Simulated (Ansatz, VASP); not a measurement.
**KMgF3: VASP beside Ansatz**

File INCAR:

```
PREC = Accurate ; ENCUT = 520
EDIFF = 1E-6 ; ISMEAR = 0
SIGMA = 0.05 ; LREAL = False
LASPH = True ; NELM = 100
ALGO = Normal ; ISIF = 2
LWAVE = False ; LCHARG = True
GGA = PE ; LELF = True
LVHAR = True ; NBANDS = 24
```

File KPOINTS:

```
Automatic mesh
0
Gamma
  6 6 6
```

Contents of POSCAR:

```
KMgF3
1.0
    3.9859000000      0.0000000000      0.0000000000
    0.0000000000      3.9859000000      0.0000000000
    0.0000000000      0.0000000000      3.9859000000
K Mg F
1 1 3
Direct
    0.5000000000      0.5000000000      0.5000000000
    0.0000000000      0.0000000000      0.0031360546
    0.5000000000      0.0000000000      0.0000000000
    0.0000000000      0.5000000000      0.0000000000
    0.0000000000      0.0000000000      0.5000000000
```

Input for Ansatz:

```yaml
crystal:
  lattice:
    - [3.9859, 0.0, 0.0]
    - [0.0, 3.9859, 0.0]
    - [0.0, 0.0, 3.9859]
  atoms:
    - { symbol: K, position: [0.5, 0.5, 0.5] }
    - { symbol: Mg, position: [0.0, 0.0, 0.0031360546] }
    - { symbol: F, position: [0.5, 0.0, 0.0] }
    - { symbol: F, position: [0.0, 0.5, 0.0] }
    - { symbol: F, position: [0.0, 0.0, 0.5] }
basis:
  ecutwfc: 420
kpoints:
  mp_grid: { grid: [6, 6, 6] }
hamiltonian:
  xc: pbe
scf:
  occupations: { method: gaussian, width: 0.05 }
output:
  forces: true
  stress: true
  eigenvalues: true
```

Change from the starting cell: all Mg atoms moved +0.013 Å, as atom 2 along Cartesian [0 0 1].

Alike in both runs: task single point; functional PBE; k mesh 6 × 6 × 6; occupations gaussian, width 0.05 eV; no spin polarisation.

|  | VASP | Ansatz |
| --- | --- | --- |
| version | VASP 6.6.1 | Ansatz 0.2.0 |
| potentials or method | VASP PAW PBE potentials, release 64 (K_sv, Mg, F), cutoff 520 eV | scalar-relativistic, plane waves, PAW |
| valence electrons in the cell | 32 | 40 |

```tsv
	VASP	Ansatz	Ansatz less VASP
gap on the k mesh at the Fermi level (eV)	7.30	7.33	+0.030
least direct gap on the mesh (eV)	7.63	7.66	+0.028
pressure (GPa)	3.4	3.8	+0.43
rms of the force components (eV/Å)	0.038	0.038	-0.0006
```

Atom by atom the forces differ by 0.001 eV/Å (rms over components). VASP's potentials hold 32 valence electrons a cell and Ansatz's 40, so a difference there can come from the potentials and not from the codes.
